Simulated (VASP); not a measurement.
Sc:

```xyz
1
Lattice="0.0000 2.2295 2.2295 2.2295 0.0000 2.2295 2.2295 2.2295 0.0000" Properties=species:S:1:pos:R:3 pbc="T T T"
Sc    0.0000    0.0000    0.0000
```

Base run:

```yaml
Program: VASP 6.6.1
Functional: PBEsol
Potentials_or_basis: VASP PAW PBE potentials, release 64 (Sc_sv)
Cutoff: 520 eV
k_mesh: 10 × 10 × 10
Occupations: tetrahedron
Spin: no spin polarisation
```

Its results: pressure 3.7 GPa.

Question: The run is repeated on the same cell with these changes: functional from PBEsol to PBE; occupations from tetrahedron to fermi-dirac, width 0.05 eV. What comes out?

Answer: Pressure 6.6 GPa.

Caveats: the PAW data sets were made with another functional, which shifts forces and pressure a little (some runs); tetrahedron occupations give inexact forces and stress in metals (some runs).
